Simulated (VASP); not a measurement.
# TaN (r.f) (Fm-3m) in VASP: single point with r2SCAN+rVV10

Aim: the single point of TaN (r.f) with r2SCAN+rVV10.

Everything below comes from runs of VASP 6.6.1. Logs are shortened: lines on timing, memory, paths and dates and some standing lists are left out, and cuts for length are marked.

### 1 The cell of the first run

The structure is cubic, space group Fm-3m (No. 225). The conventional cell has a = 4.387 Å, b = 4.387 Å, c = 4.387 Å, α = 90.00°, β = 90.00°, γ = 90.00°. Within 2.9 Å of Ta (site symmetry m-3m) lie 6 N at 2.19 Å. Within 2.9 Å of N (site symmetry m-3m) lie 6 Ta at 2.19 Å.

### 2 Single point, r2SCAN+rVV10

Contents of POSCAR:

```
TaN
1.0
    0.0000000000      2.1934857705      2.1934857705
    2.1934857705      0.0000000000      2.1934857705
    2.1934857705      2.1934857705      0.0000000000
Ta N
1 1
Direct
    0.0000000000      0.0000000000      0.0000000000
    0.5000000000      0.5000000000      0.5000000000
```

Contents of INCAR.step1:

```
ALGO = Normal
EDIFF = 1E-5
ENCUT = 660
GGA = PE
GGA_COMPAT = F
ISMEAR = 0
LASPH = T
LCHARG = F
LREAL = F
LWAVE = T
NBANDS = 15
NELM = 120
PREC = Accurate
SIGMA = 0.1
```

Contents of INCAR.step2:

```
ALGO = Normal
BPARAM = 11.95
CPARAM = 0.0093
EDIFF = 1E-6
ENCUT = 660
GGA_COMPAT = F
ISIF = 2
ISMEAR = 0
ISTART = 1
IVDW_NL = 2
LASPH = T
LCHARG = T
LELF = T
LMIXTAU = T
LREAL = F
LUSE_VDW = T
LVHAR = T
LWAVE = F
METAGGA = R2SCAN
NBANDS = 15
NELM = 120
PREC = Accurate
SIGMA = 0.1
```

Contents of KPOINTS:

```
k-points
0
Gamma
  16 16 16
```

Potentials or basis: VASP PAW PBE potentials, release 64 (Ta_pv, N).

Started as:

```sh
cat potpaw_PBE.64/Ta_pv/POTCAR potpaw_PBE.64/N/POTCAR > POTCAR
cp INCAR.step1 INCAR
mpirun -np 1 vasp_std > vasp.out
cp INCAR.step2 INCAR
mpirun -np 1 vasp_std > vasp.out
```

OUTCAR:

```text
BPARAM = 11.95
   EDIFF = 1E-6
   ENCUT = 660
   ISIF = 2
   ISMEAR = 0
   ISTART = 1
   IVDW_NL = 2
   LASPH = T
   LREAL = F
   METAGGA = R2SCAN
   NELM = 120
   PREC = Accurate

 ion  position               nearest neighbor table
   1  0.000  0.000  0.000-   2 2.19   2 2.19   2 2.19   2 2.19   2 2.19   2 2.19
   2  0.500  0.500  0.500-   1 2.19   1 2.19   1 2.19   1 2.19   1 2.19   1 2.19

  LATTYP: Found a face centered cubic cell.
 ALAT       =     4.3869715410

  Lattice vectors:

 A1 = (   0.0000000000,   2.1934857705,   2.1934857705)
 A2 = (   2.1934857705,   0.0000000000,   2.1934857705)
 A3 = (   2.1934857705,   2.1934857705,   0.0000000000)

Analysis of symmetry for initial positions (statically):
=====================================================================
 Subroutine PRICEL returns:
 Original cell was already a primitive cell.

 Routine SETGRP: Setting up the symmetry group for a
 face centered cubic supercell.

 Subroutine GETGRP returns: Found 48 space group operations
 (whereof 48 operations were pure point group operations)
 out of a pool of 48 trial point group operations.

The static configuration has the point symmetry O_h .

Analysis of symmetry for dynamics (positions and initial velocities):
=====================================================================
 Subroutine PRICEL returns:
 Original cell was already a primitive cell.

 Routine SETGRP: Setting up the symmetry group for a
 face centered cubic supercell.

 Subroutine GETGRP returns: Found 48 space group operations
 (whereof 48 operations were pure point group operations)
 out of a pool of 48 trial point group operations.

The dynamic configuration has the point symmetry O_h .

 Subroutine INISYM returns: Found 48 space group operations
 (whereof 48 operations are pure point group operations),
 and found     1 'primitive' translations

----------------------------------------------------------------------------------------

                                     Primitive cell

  volume of cell :      21.1074

  direct lattice vectors                    reciprocal lattice vectors
     0.000000000  2.193485771  2.193485771    -0.227947683  0.227947683  0.227947683
     2.193485771  0.000000000  2.193485771     0.227947683 -0.227947683  0.227947683
     2.193485771  2.193485771  0.000000000     0.227947683  0.227947683 -0.227947683

  length of vectors
     3.102057326  3.102057326  3.102057326     0.394816969  0.394816969  0.394816969

  position of ions in fractional coordinates (direct lattice)
     0.000000000  0.000000000  0.000000000
     0.500000000  0.500000000  0.500000000

  ion indices of the primitive-cell ions
   primitive index   ion index
                 1           1
                 2           2

----------------------------------------------------------------------------------------

 KPOINTS: k-points

Automatic generation of k-mesh.
 Grid dimensions read from file:
 generate k-points for:   16   16   16

 Generating k-lattice:

  Cartesian coordinates                     Fractional coordinates (reciprocal lattice)
    -0.014246730  0.014246730  0.014246730     0.062500000  0.000000000  0.000000000
     0.014246730 -0.014246730  0.014246730     0.000000000  0.062500000  0.000000000
     0.014246730  0.014246730 -0.014246730     0.000000000  0.000000000  0.062500000

  Length of vectors
     0.024676061  0.024676061  0.024676061

  Shift w.r.t. Gamma in fractional coordinates (k-lattice)
     0.000000000  0.000000000  0.000000000

 Subroutine IBZKPT returns following result:
 ===========================================

 Found    145 irreducible k-points:

 Following reciprocal coordinates:
            Coordinates               Weight
  0.000000  0.000000  0.000000      1.000000
  0.062500  0.000000  0.000000      8.000000
  0.125000  0.000000  0.000000      8.000000
  0.187500  0.000000  0.000000      8.000000
  0.250000  0.000000  0.000000      8.000000
  0.312500  0.000000  0.000000      8.000000
[... 16 lines left out ...]
 -0.125000  0.062500  0.000000     24.000000
 -0.062500  0.062500  0.000000     12.000000
 [... further k-points ...]
   k-points           NKPTS =    145   k-points in BZ     NKDIM =    145   number of bands    NBANDS=     15
   number of dos      NEDOS =    301   number of ions     NIONS =      2
   total plane-waves  NPLWV =  21952
   dimension x,y,z NGX =    28 NGY =   28 NGZ =   28
   dimension x,y,z NGXF=    56 NGYF=   56 NGZF=   56
   ions per type =               1   1
   NGX,Y,Z   is equivalent  to a cutoff of  15.01, 15.01, 15.01 a.u.
   NGXF,Y,Z  is equivalent  to a cutoff of  30.01, 30.01, 30.01 a.u.
 SYSTEM =  unknown system
   PREC   = accura    normal or accurate (medium, high low for compatibility)
   ISTART =      1    job   : 0-new  1-cont  2-samecut
   ICHARG =      0    charge: 1-file 2-atom 10-const
   ISPIN  =      1    spin polarized calculation?
   LNONCOLLINEAR =      F non collinear calculations
   LSORBIT =      F    spin-orbit coupling
   LASPH  =      T    aspherical Exc in radial PAW
   ENCUT  =  660.0 eV  48.51 Ry    6.96 a.u.   6.50  6.50  6.50*2*pi/ulx,y,z
   NELM   =    120;   NELMIN=  2; NELMDL=  0     # of ELM steps
   EDIFF  = 0.1E-05   stopping-criterion for ELM
   LREAL  =      F    real-space projection
   EDIFFG = 0.1E-04   stopping-criterion for IOM
   NSW    =      0    number of steps for IOM
   IBRION =     -1    ionic relax: 0-MD 1-quasi-New 2-CG
   NFREE  =      0    steps in history (QN), initial steepest desc. (CG)
   ISIF   =      2    stress and relaxation
   ISYM   =      2    0-nonsym 1-usesym 2-fastsym
   POTIM  = 0.5000    time-step for ionic-motion
   TEBEG  =    0.0;   TEEND  =   0.0 temperature during run
   PSTRESS=    0.0 pullay stress
   NELECT =      16.0000    total number of electrons
   NUPDOWN=      -1.0000    fix difference up-down
   EMIN   =  10.00;   EMAX   =-10.00  energy-range for DOS
   EFERMI =   0.00;   METHOD = LEGACY
   ISMEAR =     0;   SIGMA  =   0.10  broadening in eV -4-tet -1-fermi 0-gaus
   EFERMI_NEDOS =   21; number of points for ismear=-14 and -15
   IALGO  =     38    algorithm
   IMIX   =      4    mixing-type and parameters
     AMIX     =   0.40;   BMIX     =  1.00
     AMIX_MAG =   1.60;   BMIX_MAG =  1.00
  volume/ion in A,a.u.               =      10.55        71.22
  Fermi-wavevector in a.u.,A,eV,Ry     =   1.492691  2.820778 30.315513  2.228127
  Thomas-Fermi vector in A             =   2.605187
   LORBIT       =      0    0 simple, 1 ext, 2 COOP (PROOUT), +10 PAW based schemes
   METAGGA = R2SCAN    functional components
   LHFCALC =     F    Hartree Fock is set to
   AEXX    =    0.0000 exact exchange contribution
   IVDW_NL    =     2    kernel type
   BPARAM     =11.9500
   IVDW    =     0    specifies the selected vdW correction
   LEPSILON=     F    determine dielectric tensor
   LRPA    =     F    only Hartree local field effects (RPA)
 non-spin polarized calculation
 Gauss-broadening in eV      SIGMA  =   0.10
  energy-cutoff  :      660.00
  volume of cell :       21.11
 maximum number of plane-waves:       869
 NGX is ok and might be reduce to    28
   NGX = 13   NGY = 13   NGZ = 13

 number of electron      16.0000000 magnetization

 Free energy of the ion-electron system (eV)
  ---------------------------------------------------
  ext. energy  EPLUGINS =         0.00000000
  ---------------------------------------------------
  free energy    TOTEN  =       -59.39989796 eV

  energy without entropy =      -59.39443765  energy(sigma->0) =      -59.39716780

 E-fermi :   9.6822     XC(G=0): -14.5273

 val. band max:        9.6686966928   @ k =  -0.3125   0.3750   0.1875
 cond. band min:       9.6823694349   @ k =  -0.3125   0.3125   0.1250
 fundamental gap:      0.0136727421
 Fermi energy:         9.6822041156

 k-point     1 :       0.0000    0.0000    0.0000
  band No.  band energies     occupation
      1     -27.4243      2.00000
      2     -27.4243      2.00000
      3     -27.4243      2.00000
      4     -10.3955      2.00000
      5       5.5205      2.00000
      6       5.5205      2.00000
      7       5.5205      2.00000
      8       7.4962      2.00000
      9       7.4962      2.00000
     10       7.4962      2.00000
     11       9.8234      0.04584
     12       9.8234      0.04583
     13      11.5151      0.00000
     14      19.2806      0.00000
     15      19.6459      0.00000

 k-point     2 :       0.0625    0.0000    0.0000
  band No.  band energies     occupation
      1     -27.4619      2.00000
      2     -27.4276      2.00000
      3     -27.4276      2.00000
      4     -10.2976      2.00000
      5       5.0085      2.00000
      6       5.1798      2.00000
      7       5.1798      2.00000
      8       7.6573      2.00000
      9       7.6573      2.00000
     10       7.7214      2.00000
     11      10.2219      0.00000
     12      10.2219      0.00000
     13      11.8143      0.00000
     14      19.2807      0.00000
     15      19.9491      0.00000

 k-point     3 :       0.1250    0.0000    0.0000
  band No.  band energies     occupation
      1     -27.5673      2.00000
      2     -27.4368      2.00000
      3     -27.4368      2.00000
      4     -10.0150      2.00000
      5       3.9431      2.00000
      6       4.4590      2.00000
      7       4.4590      2.00000
      8       8.0398      2.00000
      9       8.0398      2.00000
     10       8.0752      2.00000
     11      11.2042      0.00000
     12      11.2042      0.00000
     13      12.5832      0.00000
     14      19.2808      0.00000
     15      20.7850      0.00000

 k-point     4 :       0.1875    0.0000    0.0000
  band No.  band energies     occupation
      1     -27.7212      2.00000
      2     -27.4505      2.00000
      3     -27.4505      2.00000
      4      -9.5791      2.00000
      5       2.7408      2.00000
      6       3.6821      2.00000
      7       3.6821      2.00000
      8       8.4409      2.00000
      9       8.5865      2.00000
     10       8.5865      2.00000
     11      12.4640      0.00000
     12      12.4640      0.00000
     13      13.5569      0.00000
     14      19.2806      0.00000
     15      21.8971      0.00000
[... 307 lines left out ...]
 k-point    22 :      -0.1875    0.0625    0.0000
  band No.  band energies     occupation
      1     -27.7851      2.00000
      2     -27.4909      2.00000
      3     -27.4439      2.00000
      4      -9.3526      2.00000
      5       2.1656      2.00000
      6       3.1790      2.00000
      7       3.6775      2.00000
      8       8.5029      2.00000
      9       8.5084      2.00000
     10       9.5233      1.97536
     11      11.9579      0.00000
     12      13.6802      0.00000
     13      14.2739      0.00000
     14      19.2804      0.00000
     15      22.4233      0.00000

 k-point    23 :      -0.1250    0.0625    0.0000
  band No.  band energies     occupation
      1     -27.6285      2.00000
      2     -27.4697      2.00000
      3     -27.4320      2.00000
      4      -9.8129      2.00000
      5       3.2649      2.00000
      6       3.8874      2.00000
      7       4.3857      2.00000
      8       7.9843      2.00000
      9       8.1930      2.00000
     10       8.8291      2.00000
     11      10.8850      0.00000
     12      12.3460      0.00000
     13      13.2669      0.00000
     14      19.2807      0.00000
     15      21.3701      0.00000

 k-point    24 :      -0.0625    0.0625    0.0000
  band No.  band energies     occupation
      1     -27.5137      2.00000
      2     -27.4475      2.00000
      3     -27.4262      2.00000
      4     -10.1402      2.00000
      5       4.2910      2.00000
      6       4.6207      2.00000
      7       4.9808      2.00000
      8       7.6775      2.00000
      9       7.8810      2.00000
     10       8.2228      2.00000
     11      10.2615      0.00000
     12      11.1349      0.00000
     13      12.3413      0.00000
     14      19.2808      0.00000
     15      20.4299      0.00000

 [... further k-points ...]
[... 5 lines left out ...]
  --------------------------------------------------------------------------------------
  -------------------------------------------------------------------------------------
  Total        0.3684683      0.3684683      0.3684683     -0.0000000      0.0000000      0.0000000
  in kB       27.9689523     27.9689523     27.9689523     -0.0000000      0.0000000      0.0000000
  external PRESSURE =      27.9689523 kB  Pullay stress =       0.0000000 kB

 VOLUME and BASIS-vectors are now :
 -----------------------------------------------------------------------------
  energy-cutoff  :      660.00
  volume of cell :       21.11
      direct lattice vectors                 reciprocal lattice vectors
     0.000000000  2.193485771  2.193485771    -0.227947683  0.227947683  0.227947683
     2.193485771  0.000000000  2.193485771     0.227947683 -0.227947683  0.227947683
     2.193485771  2.193485771  0.000000000     0.227947683  0.227947683 -0.227947683

 POSITION                                       TOTAL-FORCE (eV/Angst)
 -----------------------------------------------------------------------------------
      0.00000      0.00000      0.00000         0.000000      0.000000      0.000000
      2.19349      2.19349      2.19349        -0.000000     -0.000000     -0.000000
 -----------------------------------------------------------------------------------
    total drift:                                0.000000      0.000000      0.000000

  FREE ENERGIE OF THE ION-ELECTRON SYSTEM (eV)
  ---------------------------------------------------
  free  energy   TOTEN  =       -59.3998979582 eV

  energy  without entropy=      -59.3944376497  energy(sigma->0) =      -59.39716780
```

Run time: 8 min. Hardware: 1 thread of Intel Xeon 8259CL, shared host; peak memory 0.32 GiB.

Results:

```yaml
Free_energy: -59.3999 eV
Pressure: 2.8 GPa
Band_gap_on_the_k_mesh: zero (band 8 reaches 11.64 eV, above the bottom of band 9 at 7.50 eV)
```

Caveat: the PAW data sets were made with another functional, which shifts forces and pressure a little; spin-orbit coupling is left out, which moves the levels of the heavy elements.
